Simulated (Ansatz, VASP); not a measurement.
# Hf2N in VASP and in Ansatz

```xyz
6
Lattice="5.2426 0.0000 0.0000 0.0000 5.2426 0.0000 0.0000 0.0000 3.1952" Properties=species:S:1:pos:R:3 pbc="T T T"
Hf    1.5468    1.5468    0.0000
Hf    3.6958    3.6958    0.0000
Hf    4.1680    1.0745    1.5976
Hf    1.0745    4.1680    1.5976
N     0.0000    0.0000    0.0000
N     2.6213    2.6213    1.5976
```

Change from the starting cell: equal strain along all axes, cell held, atoms relaxed: -1.0 %.

Alike in both runs: functional PBEsol; k mesh 8 × 8 × 12; occupations gaussian, width 0.1 eV; no spin polarisation.

Ansatz relaxed the structure, and its values are those at the end. VASP's run is a single point on that final structure, the one shown.

```csv
,VASP,Ansatz
version,VASP 6.6.1,Ansatz 0.2.0
potentials or method,"VASP PAW PBE potentials, release 64 (Hf_pv, N), cutoff 520 eV","scalar-relativistic, plane waves, PAW"
valence electrons in the cell,50,114
```

VASP gave:

- gap on the k mesh at the Fermi level (eV): none
- pressure (GPa): 5.6

Q: What did Ansatz give for the same quantities?

A: gap on the k mesh at the Fermi level (eV): none; pressure (GPa): 6.6.

VASP's potentials were made for PBE, not for PBEsol. A gap of «none» marks a metal or a gap that the smearing closes. VASP's potentials hold 50 valence electrons a cell and Ansatz's 114, so a difference there can come from the potentials and not from the codes. Ansatz's warnings: stress scf threshold loose.

Spin-orbit coupling is off throughout.
